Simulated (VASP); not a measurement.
# BaZn2F6: single point with PBE

The system is BaZn2F6.

```
Ba Zn F
1.0
     0.00000    3.99293    3.99293
     3.99293    0.00000    3.99293
     3.99293    3.99293    0.00000
Ba Zn F
1 2 6
Direct
  0.00000 0.00000 0.00000
  0.25000 0.25000 0.25000
  0.75000 0.75000 0.75000
  0.76200 0.23800 0.23800
  0.23800 0.76200 0.23800
  0.23800 0.76200 0.76200
  0.76200 0.23800 0.76200
  0.23800 0.23800 0.76200
  0.76200 0.76200 0.23800
```

The cell was built from a structure type or drawn by symmetry, and may not be a known phase.

```json
{
 "Program": "VASP 6.6.1",
 "Task": "single point",
 "Functional": "PBE",
 "Potentials or basis": "VASP PAW PBE potentials, release 64 (Ba_sv, Zn, F)",
 "Cutoff": "520 eV",
 "k mesh": "4 × 4 × 4",
 "Occupations": "gaussian, width 0.1 eV",
 "Spin": "no spin polarisation",
 "Dipole correction": "no",
 "Further INCAR settings": "ALGO = Normal; EDIFF = 1e-06; NBANDS = 48"
}
```

```yaml
Pressure: 58.0 GPa
Largest_force: 11.477 eV/Å
Band_gap_on_the_k_mesh: zero (bands 38 and 39 overlap by 0.36 eV)
```

Forces on the atoms (eV/Å):
```
Ba    0.000   0.000   0.000
Zn    0.000   0.000   0.000
Zn    0.000   0.000   0.000
F    11.477   0.000   0.000
F     0.000  11.477   0.000
F   -11.477   0.000   0.000
F     0.000 -11.477   0.000
F     0.000   0.000  11.477
F     0.000   0.000 -11.477
```

Levels at points of the mesh, in eV from the Fermi level:
| k point | band 34 | band 35 | band 36 | band 37 | band 38 | band 39 | band 40 | band 41 | band 42 | band 43 |
| --- | --- | --- | --- | --- | --- | --- | --- | --- | --- | --- |
| (0.00, 0.00, 0.00) | -4.22 | -4.05 | -1.98 | -0.49 | -0.32 | -0.32 | -0.32 | 5.98 | 5.98 | 5.98 |
| (0.50, 0.00, 0.00) | -4.40 | -3.28 | -0.69 | -0.30 | -0.11 | 0.14 | 0.14 | 4.98 | 5.35 | 5.95 |
| (0.50, 0.50, 0.00) | -4.19 | -3.12 | -0.07 | -0.07 | 0.01 | 0.13 | 0.39 | 3.43 | 4.95 | 4.95 |

Wall time 53 s on 1 thread of Intel(R) Xeon(R) Platinum 8488C (Sapphire Rapids), with other jobs on the host, peak memory 0.27 GiB.

Caveat: the cell stands under pressure; spin-orbit coupling is left out, which moves the levels of the heavy elements; forces of over 1 eV/Å act on the atoms, so gaps and moduli don't describe the material at rest.
